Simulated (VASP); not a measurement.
# CoSn2 (I4/mcm) in VASP: further runs, part 2 of 2

VASP 6.6.1. Earlier steps stand in the parts before.

**3. Single point, PBEsol**

Input file INCAR:

```
PREC     = Accurate       # precision mode
ENCUT    = 520            # plane-wave cutoff, eV
EDIFF    = 1E-7           # SCF threshold, eV
ISMEAR   = 0              # smearing method
SIGMA    = 0.01           # smearing width, eV
LREAL    = False          # projectors in reciprocal space
LASPH    = True           # aspherical terms in the spheres
NELM     = 60             # most SCF steps
ALGO     = Normal         # electronic algorithm
ISIF     = 2              # what is computed and relaxed
LWAVE    = False          # write WAVECAR
LCHARG   = False          # write CHGCAR
GGA      = PS             # functional
NBANDS   = 46             # bands
```

Input file KPOINTS:

```
Automatic mesh
0
Gamma
  4 4 4
```

Input file POSCAR:

```
CoSn2
1.0
   -3.1825000000      3.1825000000      2.7285000000
    3.1825000000     -3.1825000000      2.7285000000
    3.1825000000      3.1825000000     -2.7285000000
Co Sn
2 4
Direct
    0.2500000000      0.2500000000      0.0000000000
    0.7500000000      0.7500000000      0.0000000000
    0.6580000000      0.1580000000      0.8160000000
    0.1580000000      0.3420000000      0.5000000000
    0.3420000000      0.8420000000      0.1840000000
    0.8420000000      0.6580000000      0.5000000000
```

Potentials or basis: VASP PAW PBE potentials, release 64 (Co, Sn_d).

Command:

```
$ cat potpaw_PBE.64/Co/POTCAR potpaw_PBE.64/Sn_d/POTCAR > POTCAR
$ mpirun -np 1 vasp_std > vasp.out
```

OUTCAR:

```text
PREC = Accurate
   ENCUT = 520
   EDIFF = 1E-7
   ISMEAR = 0
   LREAL = False
   LASPH = True
   NELM = 60
   ISIF = 2
   GGA = PS

 ion  position               nearest neighbor table
   1  0.250  0.250  0.000-   2 2.73   2 2.73   6 2.76   3 2.76   4 2.76   5 2.76   4 2.76   6 2.76
                             3 2.76   5 2.76
   2  0.750  0.750  0.000-   1 2.73   1 2.73   5 2.76   3 2.76   5 2.76   6 2.76   6 2.76   3 2.76
                             4 2.76   4 2.76
   3  0.658  0.158  0.816-   1 2.76   2 2.76   1 2.76   2 2.76   5 2.84   5 3.19   5 3.19   6 3.39
                             4 3.39   4 3.39   6 3.39   6 3.39   4 3.39   4 3.39   6 3.39
   4  0.158  0.342  0.500-   2 2.76   1 2.76   1 2.76   2 2.76   6 2.84   6 3.19   6 3.19   5 3.39
                             3 3.39   3 3.39   5 3.39   5 3.39   5 3.39   3 3.39   3 3.39
   5  0.342  0.842  0.184-   1 2.76   2 2.76   1 2.76   2 2.76   3 2.84   3 3.19   3 3.19   6 3.39
                             4 3.39   6 3.39   4 3.39   4 3.39   6 3.39   6 3.39   4 3.39
   6  0.842  0.658  0.500-   1 2.76   2 2.76   2 2.76   1 2.76   4 2.84   4 3.19   4 3.19   5 3.39
                             3 3.39   3 3.39   5 3.39   5 3.39   5 3.39   3 3.39   3 3.39

  LATTYP: Found a body centered tetragonal cell.
 ALAT       =     6.3650000000
 C/A-ratio  =     0.8573448547

  Lattice vectors:

[... 183 lines left out ...]
 k-point     1 :       0.0000    0.0000    0.0000
  band No.  band energies     occupation
      1     -11.1882      2.00000
      2     -11.1567      2.00000
      3     -11.1237      2.00000
      4     -11.1025      2.00000
      5     -11.0973      2.00000
      6     -11.0973      2.00000
[... 626 lines left out ...]
     45      16.3458      0.00000
     46      16.3458      0.00000

------------------------ aborting loop because EDIFF is reached ----------------------------------------

  FORCE on cell =-STRESS in cart. coord.  units (eV):
  Direction    XX          YY          ZZ          XY          YZ          ZX
  --------------------------------------------------------------------------------------
  -------------------------------------------------------------------------------------
  Total       -2.3358746     -2.3358746     -3.3576488      0.0000000      0.0000000      0.0000000
  in kB      -33.8562869    -33.8562869    -48.6659362      0.0000000      0.0000000      0.0000000
  external PRESSURE =     -38.7928366 kB  Pullay stress =       0.0000000 kB

 VOLUME and BASIS-vectors are now :
 -----------------------------------------------------------------------------
  energy-cutoff  :      520.00
  volume of cell :      110.54
      direct lattice vectors                 reciprocal lattice vectors
    -3.182500000  3.182500000  2.728500000     0.000000000  0.157109191  0.183250870
     3.182500000 -3.182500000  2.728500000     0.157109191  0.000000000  0.183250870
     3.182500000  3.182500000 -2.728500000     0.157109191  0.157109191  0.000000000

 POSITION                                       TOTAL-FORCE (eV/Angst)
 -----------------------------------------------------------------------------------
      0.00000      0.00000      1.36425         0.000000     -0.000000      0.000000
      0.00000      0.00000      4.09275         0.000000      0.000000      0.000000
      1.00567      4.18817      0.00000         0.547710      0.547710      0.000000
      2.17683      1.00567      0.00000        -0.547710      0.547710      0.000000
      2.17683     -1.00567      2.72850        -0.547710     -0.547710     -0.000000
      1.00567      2.17683      2.72850         0.547710     -0.547710      0.000000
 -----------------------------------------------------------------------------------
    total drift:                                0.000000      0.000000     -0.000000

  FREE ENERGIE OF THE ION-ELECTRON SYSTEM (eV)
  ---------------------------------------------------
  free  energy   TOTEN  =       -33.0860127086 eV

  energy  without entropy=      -33.0853418876  energy(sigma->0) =      -33.08567730
```

stdout:

```text
POSCAR found type information on POSCAR CoSn
 POSCAR found :  2 types and       6 ions
 scaLAPACK will be used
 -----------------------------------------------------------------------------
|                                                                             |
|                                                                             |
|     You enforced a specific xc type in the INCAR file but a different       |
|     I HOPE YOU KNOW WHAT YOU ARE DOING!                                     |
|                                                                             |
 -----------------------------------------------------------------------------

 LDA part: xc-table for (Slater+PW92), standard interpolation
 POSCAR, INCAR and KPOINTS ok, starting setup
 FFT: planning ... GRIDC
 FFT: planning ... GRID_SOFT
 FFT: planning ... GRID
 WAVECAR not read
 entering main loop
```

Wall time 86 s (1 thread of Intel Xeon 6975P-C, shared host); peak memory 0.26 GiB.

Results:

```
Free energy            : -33.0860 eV
Pressure               : -3.9 GPa
Largest force          : 0.775 eV/Å
Band gap on the k mesh : zero (band 37 reaches 11.16 eV, above the bottom of band 38 at 9.77 eV)
```

Forces on the atoms (eV/Å):
```
Co   0.000  0.000  0.000
Co   0.000  0.000  0.000
Sn   0.548  0.548  0.000
Sn  -0.548  0.548  0.000
Sn  -0.548 -0.548  0.000
Sn   0.548 -0.548  0.000
```

Levels at points of the mesh, in eV from the Fermi level:
```tsv
k point	band 33	band 34	band 35	band 36	band 37	band 38	band 39	band 40	band 41	band 42
(0.00, 0.00, 0.00)	-1.81	-1.43	-1.00	-0.92	-0.46	-0.46	0.43	0.47	0.51	0.51
(0.50, 0.00, 0.00)	-0.97	-0.97	-0.60	-0.60	0.31	0.31	1.87	1.87	3.16	3.16
(0.50, 0.50, 0.00)	-1.30	-1.14	-0.98	-0.56	-0.46	0.79	0.80	1.38	2.72	3.85
(0.50, 0.50, 0.50)	-0.85	-0.55	-0.55	0.30	0.41	1.31	2.59	2.59	2.91	2.93
```

Caveat: the k points lie up to 0.38 Å⁻¹ apart; the PAW data sets were made with another functional, which shifts forces and pressure a little; spin-orbit coupling is left out, which moves the levels of the heavy elements. Spin polarisation is off, so any magnetic state and its effect on volume and gap are missing.

**4. Single point, PBEsol**

Input file INCAR:

```
SYSTEM = CoSn2
ALGO = Normal
EDIFF = 1E-6
ENCUT = 520
GGA = PS
ISIF = 2
ISMEAR = 0
LASPH = .TRUE.
LCHARG = .FALSE.
LREAL = .FALSE.
LWAVE = .FALSE.
NBANDS = 46
NELM = 100
PREC = Accurate
SIGMA = 0.05
```

Input file KPOINTS:

```
k-points
0
G
  4 4 4
  0 0 0
```

POSCAR is that of step 3.

Command:

```
$ cat potpaw_PBE.64/Co/POTCAR potpaw_PBE.64/Sn_d/POTCAR > POTCAR
$ mpirun -np 1 vasp_std > vasp.out
```

It took 70 s on 1 thread of Intel Xeon 6975P-C, shared host; peak memory 0.26 GiB.

The run converged. Its results:

```
Free energy            : -33.0895 eV
Pressure               : -3.9 GPa
Largest force          : 0.781 eV/Å
Band gap on the k mesh : zero (band 37 reaches 11.16 eV, above the bottom of band 38 at 9.76 eV)
```

Forces in eV/Å, atoms in the order of the input:
```
Co   0.000  0.000  0.000
Co   0.000  0.000  0.000
Sn   0.552  0.552  0.000
Sn  -0.552  0.552  0.000
Sn  -0.552 -0.552  0.000
Sn   0.552 -0.552  0.000
```

Stress tensor (GPa, compression positive):
```
-3.37  0.00  0.00
 0.00 -3.37  0.00
 0.00  0.00 -4.86
```

Levels at points of the mesh, in eV from the Fermi level:
```tsv
k point	band 35	band 36	band 37	band 38	band 39	band 40
(0.00, 0.00, 0.00)	-1.00	-0.92	-0.47	-0.47	0.43	0.47
(0.50, 0.00, 0.00)	-0.61	-0.61	0.30	0.30	1.87	1.87
(0.50, 0.50, 0.00)	-0.98	-0.56	-0.46	0.79	0.80	1.38
(0.50, 0.50, 0.50)	-0.55	0.30	0.41	1.30	2.59	2.59
```

Caveat: the k points lie up to 0.38 Å⁻¹ apart; the PAW data sets were made with another functional, which shifts forces and pressure a little; spin-orbit coupling is left out, which moves the levels of the heavy elements.

**5. Single point, PBEsol**

Input file INCAR:

```
SYSTEM = CoSn2
PREC     = Accurate       ! precision mode
ENCUT    = 520            ! plane-wave cutoff, eV
EDIFF    = 1E-6           ! SCF threshold, eV
ISMEAR   = 0              ! smearing method
SIGMA    = 0.2            ! smearing width, eV
LREAL    = .False.        ! projectors in reciprocal space
LASPH    = .True.         ! aspherical terms in the spheres
NELM     = 80             ! most SCF steps
ALGO     = Normal         ! electronic algorithm
ISIF     = 2              ! what is computed and relaxed
LWAVE    = .False.        ! write WAVECAR
LCHARG   = .True.         ! write CHGCAR
GGA      = PS             ! functional
LELF     = .True.         ! ELF
LVHAR    = .True.       
NBANDS   = 46             ! bands
```

Input file KPOINTS:

```
regular mesh
0
Gamma
  4 4 4
  0 0 0
```

POSCAR is that of step 4.

Potentials or basis: VASP PAW PBE potentials, release 64 (Co, Sn_d).

Command:

```
$ cat potpaw_PBE.64/Co/POTCAR potpaw_PBE.64/Sn_d/POTCAR > POTCAR
$ mpirun -np 1 vasp_std > vasp.out
```

OUTCAR:

```text
SYSTEM = CoSn2
   PREC = Accurate
   ENCUT = 520
   EDIFF = 1E-6
   ISMEAR = 0
   LREAL = .False.
   LASPH = .True.
   NELM = 80
   ISIF = 2
   GGA = PS

 ion  position               nearest neighbor table
   1  0.250  0.250  0.000-   2 2.73   2 2.73   6 2.76   3 2.76   4 2.76   5 2.76   4 2.76   6 2.76
                             3 2.76   5 2.76
   2  0.750  0.750  0.000-   1 2.73   1 2.73   5 2.76   3 2.76   5 2.76   6 2.76   6 2.76   3 2.76
                             4 2.76   4 2.76
   3  0.658  0.158  0.816-   1 2.76   2 2.76   1 2.76   2 2.76   5 2.84   5 3.19   5 3.19   6 3.39
[... 840 lines left out ...]
  Total       -2.3928495     -2.3928495     -3.1345494      0.0000000      0.0000000      0.0000000
  in kB      -34.6820844    -34.6820844    -45.4323210      0.0000000      0.0000000      0.0000000
  external PRESSURE =     -38.2654966 kB  Pullay stress =       0.0000000 kB

 VOLUME and BASIS-vectors are now :
 -----------------------------------------------------------------------------
  energy-cutoff  :      520.00
  volume of cell :      110.54
      direct lattice vectors                 reciprocal lattice vectors
    -3.182500000  3.182500000  2.728500000     0.000000000  0.157109191  0.183250870
     3.182500000 -3.182500000  2.728500000     0.157109191  0.000000000  0.183250870
     3.182500000  3.182500000 -2.728500000     0.157109191  0.157109191  0.000000000

 POSITION                                       TOTAL-FORCE (eV/Angst)
 -----------------------------------------------------------------------------------
      0.00000      0.00000      1.36425        -0.000000      0.000000      0.000000
      0.00000      0.00000      4.09275        -0.000000      0.000000      0.000000
      1.00567      4.18817      0.00000         0.569900      0.569900      0.000000
      2.17683      1.00567      0.00000        -0.569900      0.569900     -0.000000
      2.17683     -1.00567      2.72850        -0.569900     -0.569900     -0.000000
      1.00567      2.17683      2.72850         0.569900     -0.569900      0.000000
 -----------------------------------------------------------------------------------
    total drift:                                0.000000      0.000000     -0.000000

  FREE ENERGIE OF THE ION-ELECTRON SYSTEM (eV)
  ---------------------------------------------------
  free  energy   TOTEN  =       -33.1281788292 eV

  energy  without entropy=      -33.0495639761  energy(sigma->0) =      -33.08887140
```

Run time: 67 s. Hardware: 1 thread of Intel Xeon 6975P-C, shared host; peak memory 0.26 GiB.

Results:

```
Free energy            : -33.1282 eV
Pressure               : -3.8 GPa
Largest force          : 0.806 eV/Å
Band gap on the k mesh : zero (band 37 reaches 11.16 eV, above the bottom of band 38 at 9.77 eV)
```

Forces on the atoms (eV/Å):
```
Co   0.000  0.000  0.000
Co   0.000  0.000  0.000
Sn   0.570  0.570  0.000
Sn  -0.570  0.570  0.000
Sn  -0.570 -0.570  0.000
Sn   0.570 -0.570  0.000
```

Stress tensor (GPa, compression positive):
```
-3.47  0.00  0.00
 0.00 -3.47  0.00
 0.00  0.00 -4.54
```

Caveat: the k points lie up to 0.38 Å⁻¹ apart; the PAW data sets were made with another functional, which shifts forces and pressure a little; spin-orbit coupling is left out, which moves the levels of the heavy elements. Spin polarisation is off, so any magnetic state and its effect on volume and gap are missing.

**6. Summary**

```tsv
k mesh	smearing	gap on the mesh (eV)	pressure (GPa)	largest force (eV/Å)
4 × 4 × 4, shifted	gaussian 0.1 eV	none	-4.3	0.87
4 × 4 × 4	gaussian 0.01 eV	none	-3.9	0.77
4 × 4 × 4	gaussian 0.05 eV	none	-3.9	0.78
4 × 4 × 4	gaussian 0.2 eV	none	-3.8	0.81
```

Alike in all rows: task single point; level PBEsol; potentials or basis VASP PAW PBE potentials, release 64 (Co, Sn_d); no spin polarisation; cell as given; cutoff (eV) 520.

Caveats: all runs use coarse meshes; the PAW data sets were made with another functional, which shifts forces and pressure a little; spin-orbit coupling is left out, which moves the levels of the heavy elements.

Absolute energies hang on the potentials; compare differences alone.
